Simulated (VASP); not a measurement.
# Sn2Te (Cm) in VASP: single point with PBE

Aim: the single point of Sn2Te with PBE.

Everything below comes from runs of VASP 6.6.1. Logs are shortened: lines on timing, memory, paths and dates and some standing lists are left out, and cuts for length are marked.

## Step 1: The cell of the first run

Symmetry: Cm, No. 8, monoclinic system. The conventional cell has a = 8.038 Å, b = 4.533 Å, c = 15.951 Å, α = 90.00°, β = 90.44°, γ = 90.00°. Within 4.1 Å of Sn (site symmetry m) lie 8 Sn at 2.98 to 4.05 Å. Within 4.0 Å of Sn (site symmetry m) lie 7 Sn at 2.98 to 3.98 Å. Within 4.0 Å of Sn (site symmetry m) lie 3 Te at 3.00 to 3.37 Å and 4 Sn at 3.06 to 3.98 Å. Sn (site symmetry m) has 5 Sn at 3.00 to 4.05 Å and 3 Te at 3.07 to 3.50 Å within 4.1 Å. Sn (site symmetry m) has 6 Te at 3.06 to 3.41 Å within 4.0 Å. Sn (site symmetry m) has 6 Te at 3.05 to 3.39 Å within 4.0 Å. Within 4.0 Å of Te (site symmetry m) lie 6 Sn at 3.06 to 3.50 Å. Te (site symmetry m) has 6 Sn at 3.00 to 3.39 Å within 3.9 Å.

## Step 2: Single point, PBE

File INCAR:

```
SYSTEM = Sn2Te
PREC = Accurate
ENCUT = 520
EDIFF = 1E-7
ISMEAR = 0
SIGMA = 0.2
LREAL = .FALSE.
LASPH = .TRUE.
NELM = 100
ALGO = Fast
ISIF = 2
LWAVE = .FALSE.
LCHARG = .TRUE.
GGA = PE
LELF = .TRUE.
LVHAR = .TRUE.
NBANDS = 61
```

File KPOINTS:

```
Automatic mesh
0
G
  6 6 2
  0 0 0
```

File POSCAR:

```
Sn2Te
1.0
    0.0000000000     -4.5333583381      0.0000000000
   -4.0191436991      2.2666791691     -0.0000292477
    0.1226861029      0.0000000000    -15.9506379546
Sn Te
6 3
Direct
    0.3476129008      0.6952258016      0.4559669147
    0.6775616071      0.3551232141      0.5428172597
    0.9756972480      0.9513944961      0.3444317716
    0.9762246467      0.9524492933      0.6567619669
    0.6556392346      0.3112784691      0.8862855994
    0.3208004541      0.6416009082      0.1159854162
    0.3513113501      0.7026227002      0.7702167924
    0.6808663945      0.3617327890      0.2282299783
    0.0181403261      0.0362806522      0.9993043011
```

Potentials or basis: VASP PAW PBE potentials, release 64 (Sn_d, Te).

Launch:

```bash
cat potpaw_PBE.64/Sn_d/POTCAR potpaw_PBE.64/Te/POTCAR > POTCAR
mpirun -np 1 vasp_std > vasp.out
```

OUTCAR:

```text
SYSTEM = Sn2Te
   PREC = Accurate
   ENCUT = 520
   EDIFF = 1E-7
   ISMEAR = 0
   LREAL = .FALSE.
   LASPH = .TRUE.
   NELM = 100
   ISIF = 2
   GGA = PE

 ion  position               nearest neighbor table
   1  0.348  0.695  0.456-   2 2.98   2 2.99   2 2.99   3 3.06   3 3.06   3 3.47
   2  0.678  0.355  0.543-   1 2.98   1 2.99   1 2.99   4 3.00   4 3.33   4 3.33
   3  0.976  0.951  0.344-   8 3.00   1 3.06   1 3.06   8 3.37   8 3.37   1 3.47
   4  0.976  0.952  0.657-   2 3.00   7 3.07   7 3.07   2 3.33   2 3.33   7 3.50
   5  0.656  0.311  0.886-   7 3.06   9 3.10   9 3.10   7 3.33   7 3.33   9 3.41
   6  0.321  0.642  0.116-   9 3.05   8 3.10   8 3.10   9 3.34   9 3.34   8 3.39
   7  0.351  0.703  0.770-   5 3.06   4 3.07   4 3.07   5 3.33   5 3.33   4 3.50
   8  0.681  0.362  0.228-   3 3.00   6 3.10   6 3.10   3 3.37   3 3.37   6 3.39
   9  0.018  0.036  0.999-   6 3.05   5 3.10   5 3.10   6 3.34   6 3.34   5 3.41

  LATTYP: Found a base centered monoclinic cell.
 ALAT       =     8.0382873984
 B/A-ratio  =     0.5639706710
 C/A-ratio  =     1.9843915730
 COS(beta)  =    -0.0076841066

  Lattice vectors:

 A1 = (  -4.0191436991,  -2.2666791690,  -0.0000292477)
 A2 = (  -4.0191436991,   2.2666791691,  -0.0000292477)
 A3 = (   0.1226861029,   0.0000000000, -15.9506379546)

Analysis of symmetry for initial positions (statically):
=====================================================================
 Subroutine PRICEL returns:
 Original cell was already a primitive cell.

 Routine SETGRP: Setting up the symmetry group for a
 base centered monoclinic supercell.

 Subroutine GETGRP returns: Found  2 space group operations
 (whereof  2 operations were pure point group operations)
 out of a pool of  4 trial point group operations.

The static configuration has the point symmetry C_1h.

Analysis of symmetry for dynamics (positions and initial velocities):
=====================================================================
 Subroutine PRICEL returns:
 Original cell was already a primitive cell.

 Routine SETGRP: Setting up the symmetry group for a
 base centered monoclinic supercell.

 Subroutine GETGRP returns: Found  2 space group operations
 (whereof  2 operations were pure point group operations)
 out of a pool of  4 trial point group operations.

The dynamic configuration has the point symmetry C_1h.

 Subroutine INISYM returns: Found  2 space group operations
 (whereof  2 operations are pure point group operations),
 and found     1 'primitive' translations

----------------------------------------------------------------------------------------

                                     Primitive cell

  volume of cell :     290.6241

  direct lattice vectors                    reciprocal lattice vectors
     0.000000000 -4.533358338  0.000000000    -0.124404602 -0.220587019 -0.000956872
    -4.019143699  2.266679169 -0.000029248    -0.248809204  0.000000000 -0.001913744
     0.122686103  0.000000000-15.950637955     0.000000456  0.000000000 -0.062693414

  length of vectors
     4.533358338  4.614255144 15.951109775     0.253250969  0.248816564  0.062693414

  position of ions in fractional coordinates (direct lattice)
     0.347612901  0.695225802  0.455966915
     0.677561607  0.355123214  0.542817260
     0.975697248  0.951394496  0.344431772
     0.976224647  0.952449293  0.656761967
     0.655639235  0.311278469  0.886285599
     0.320800454  0.641600908  0.115985416
     0.351311350  0.702622700  0.770216792
     0.680866395  0.361732789  0.228229978
     0.018140326  0.036280652  0.999304301

  ion indices of the primitive-cell ions
   primitive index   ion index
                 1           1
                 2           2
                 3           3
                 4           4
                 5           5
                 6           6
                 7           7
                 8           8
                 9           9

----------------------------------------------------------------------------------------

 KPOINTS: Automatic mesh

Automatic generation of k-mesh.
 Grid dimensions read from file:
 generate k-points for:    6    6    2

 Generating k-lattice:

  Cartesian coordinates                     Fractional coordinates (reciprocal lattice)
    -0.020734100 -0.036764503 -0.000159479     0.166666667 -0.000000000  0.000000000
    -0.041468201  0.000000000 -0.000318957     0.000000000  0.166666667 -0.000000000
     0.000000228  0.000000000 -0.031346707     0.000000000  0.000000000  0.500000000

  Length of vectors
     0.042208495  0.041469427  0.031346707

  Shift w.r.t. Gamma in fractional coordinates (k-lattice)
     0.000000000  0.000000000  0.000000000

 Subroutine IBZKPT returns following result:
 ===========================================

 Found     26 irreducible k-points:

 Following reciprocal coordinates:
            Coordinates               Weight
  0.000000  0.000000  0.000000      1.000000
  0.166667 -0.000000 -0.000000      4.000000
  0.333333 -0.000000  0.000000      4.000000
  0.500000 -0.000000  0.000000      2.000000
  0.000000  0.166667  0.000000      2.000000
  0.166667  0.166667 -0.000000      4.000000
[... 16 lines left out ...]
  0.000000  0.333333  0.500000      2.000000
  0.166667  0.333333  0.500000      4.000000
 [... further k-points ...]
   k-points           NKPTS =     26   k-points in BZ     NKDIM =     26   number of bands    NBANDS=     61
   number of dos      NEDOS =    301   number of ions     NIONS =      9
   total plane-waves  NPLWV = 155520
   dimension x,y,z NGX =    36 NGY =   36 NGZ =  120
   dimension x,y,z NGXF=    72 NGYF=   72 NGZF=  240
   ions per type =               6   3
   NGX,Y,Z   is equivalent  to a cutoff of  13.20, 12.97, 12.51 a.u.
   NGXF,Y,Z  is equivalent  to a cutoff of  26.40, 25.94, 25.01 a.u.
 SYSTEM =  Sn2Te
   PREC   = accura    normal or accurate (medium, high low for compatibility)
   ISTART =      0    job   : 0-new  1-cont  2-samecut
   ICHARG =      2    charge: 1-file 2-atom 10-const
   ISPIN  =      1    spin polarized calculation?
   LNONCOLLINEAR =      F non collinear calculations
   LSORBIT =      F    spin-orbit coupling
   LASPH  =      T    aspherical Exc in radial PAW
   ENCUT  =  520.0 eV  38.22 Ry    6.18 a.u.   8.43  8.58 29.66*2*pi/ulx,y,z
   NELM   =    100;   NELMIN=  2; NELMDL= -5     # of ELM steps
   EDIFF  = 0.1E-06   stopping-criterion for ELM
   LREAL  =      F    real-space projection
   EDIFFG = 0.1E-05   stopping-criterion for IOM
   NSW    =      0    number of steps for IOM
   IBRION =     -1    ionic relax: 0-MD 1-quasi-New 2-CG
   NFREE  =      0    steps in history (QN), initial steepest desc. (CG)
   ISIF   =      2    stress and relaxation
   ISYM   =      2    0-nonsym 1-usesym 2-fastsym
   POTIM  = 0.5000    time-step for ionic-motion
   TEBEG  =    0.0;   TEEND  =   0.0 temperature during run
   PSTRESS=    0.0 pullay stress
   NELECT =     102.0000    total number of electrons
   NUPDOWN=      -1.0000    fix difference up-down
   EMIN   =  10.00;   EMAX   =-10.00  energy-range for DOS
   EFERMI =   0.00;   METHOD = LEGACY
   ISMEAR =     0;   SIGMA  =   0.20  broadening in eV -4-tet -1-fermi 0-gaus
   EFERMI_NEDOS =   21; number of points for ismear=-14 and -15
   IALGO  =     68    algorithm
   IMIX   =      4    mixing-type and parameters
     AMIX     =   0.40;   BMIX     =  1.00
     AMIX_MAG =   1.60;   BMIX_MAG =  1.00
  volume/ion in A,a.u.               =      32.29       217.91
  Fermi-wavevector in a.u.,A,eV,Ry     =   1.154776  2.182210 18.143466  1.333507
  Thomas-Fermi vector in A             =   2.291410
   LORBIT       =      0    0 simple, 1 ext, 2 COOP (PROOUT), +10 PAW based schemes
   GGA     = PE    functional components
   LHFCALC =     F    Hartree Fock is set to
   AEXX    =    0.0000 exact exchange contribution
   IVDW    =     0    specifies the selected vdW correction
   LEPSILON=     F    determine dielectric tensor
   LRPA    =     F    only Hartree local field effects (RPA)
 non-spin polarized calculation
 RMM-DIIS sequential band-by-band and
 Gauss-broadening in eV      SIGMA  =   0.20
  energy-cutoff  :      520.00
  volume of cell :      290.62
 maximum number of plane-waves:      7871
 NGX is ok and might be reduce to    36
   NGX = 17   NGY = 17   NGZ = 59

 number of electron     101.9999992 magnetization

 Free energy of the ion-electron system (eV)
  ---------------------------------------------------
  ext. energy  EPLUGINS =         0.00000000
  ---------------------------------------------------
  free energy    TOTEN  =       -33.83087840 eV

  energy without entropy =      -33.80615982  energy(sigma->0) =      -33.81851911

 E-fermi :   6.4328     XC(G=0):  -9.3729

 val. band max:        6.2572631992   @ k =   0.0000   0.1667   0.0000
 cond. band min:       6.4468816623   @ k =   0.0000   0.1667   0.5000
 fundamental gap:      0.1896184631
 Fermi energy:         6.4328469672

 k-point     1 :       0.0000    0.0000    0.0000
  band No.  band energies     occupation
      1     -15.4725      2.00000
      2     -15.4723      2.00000
      3     -15.4694      2.00000
      4     -15.4655      2.00000
      5     -15.4626      2.00000
      6     -15.4623      2.00000
[... 53 lines left out ...]
     60       8.4412      0.00000
     61       8.4962      0.00000

 k-point     2 :       0.1667   -0.0000   -0.0000
  band No.  band energies     occupation
      1     -15.4744      2.00000
      2     -15.4708      2.00000
      3     -15.4690      2.00000
      4     -15.4662      2.00000
      5     -15.4628      2.00000
      6     -15.4621      2.00000
[... 1397 lines left out ...]
     60       9.2001      0.00000
     61      10.1584      0.00000

 k-point    24 :       0.1667    0.3333    0.5000
  band No.  band energies     occupation
      1     -15.4766      2.00000
      2     -15.4734      2.00000
      3     -15.4718      2.00000
      4     -15.4654      2.00000
      5     -15.4636      2.00000
      6     -15.4595      2.00000
[... 53 lines left out ...]
     60       9.7084      0.00000
     61      10.0733      0.00000

 [... further k-points ...]

------------------------ aborting loop because EDIFF is reached ----------------------------------------

  FORCE on cell =-STRESS in cart. coord.  units (eV):
  Direction    XX          YY          ZZ          XY          YZ          ZX
  --------------------------------------------------------------------------------------
  -------------------------------------------------------------------------------------
  Total       -0.0616410     -0.0675725      0.0325347      0.0000000     -0.0000000      0.0164130
  in kB       -0.3398197     -0.3725194      0.1793598      0.0000000     -0.0000000      0.0904831
  external PRESSURE =      -0.1776598 kB  Pullay stress =       0.0000000 kB

 VOLUME and BASIS-vectors are now :
 -----------------------------------------------------------------------------
  energy-cutoff  :      520.00
  volume of cell :      290.62
      direct lattice vectors                 reciprocal lattice vectors
     0.000000000 -4.533358338  0.000000000    -0.124404602 -0.220587019 -0.000956872
    -4.019143699  2.266679169 -0.000029248    -0.248809204  0.000000000 -0.001913744
     0.122686103  0.000000000-15.950637955     0.000000456  0.000000000 -0.062693414

 POSITION                                       TOTAL-FORCE (eV/Angst)
 -----------------------------------------------------------------------------------
     -2.73827      0.00000     -7.27298        -0.007633      0.000000     -0.022980
     -1.36070     -2.26668     -8.65829         0.008599     -0.000000      0.027874
     -3.78153     -2.26668     -5.49393         0.001050     -0.000000     -0.007643
     -3.74746     -2.26668    -10.47580        -0.003470      0.000000     -0.002284
     -1.14234     -2.26668    -14.13683        -0.012040      0.000000     -0.003044
     -2.56446      0.00000     -1.85006        -0.014108      0.000000      0.008491
     -2.72945      0.00000    -12.28547         0.007366     -0.000000     -0.006849
     -1.42586     -2.26668     -3.64042         0.010997     -0.000000      0.005504
     -0.02322      0.00000    -15.93954         0.009239     -0.000000      0.000933
 -----------------------------------------------------------------------------------
    total drift:                               -0.001133      0.000001     -0.001720

  FREE ENERGIE OF THE ION-ELECTRON SYSTEM (eV)
  ---------------------------------------------------
  free  energy   TOTEN  =       -33.8308783997 eV

  energy  without entropy=      -33.8061598177  energy(sigma->0) =      -33.81851911
```

Wall time 9.4 min (1 thread of Intel Xeon 6975P-C (Granite Rapids), shared host); peak memory 0.6 GiB.

Results:

```yaml
Free_energy: -33.8309 eV
Pressure: 0.0 GPa
Largest_force: 0.029 eV/Å
Band_gap_on_the_k_mesh: zero (bands 51 and 52 overlap by 0.17 eV)
```

Forces on the atoms (eV/Å):
```
Sn  -0.008  0.000 -0.023
Sn   0.009  0.000  0.028
Sn   0.001  0.000 -0.008
Sn  -0.003  0.000 -0.002
Sn  -0.012  0.000 -0.003
Sn  -0.014  0.000  0.008
Te   0.007  0.000 -0.007
Te   0.011  0.000  0.006
Te   0.009  0.000  0.001
```

Caveat: semilocal functionals underestimate gaps, so a narrow gap can read as zero; spin-orbit coupling is left out, which moves the levels of the heavy elements.
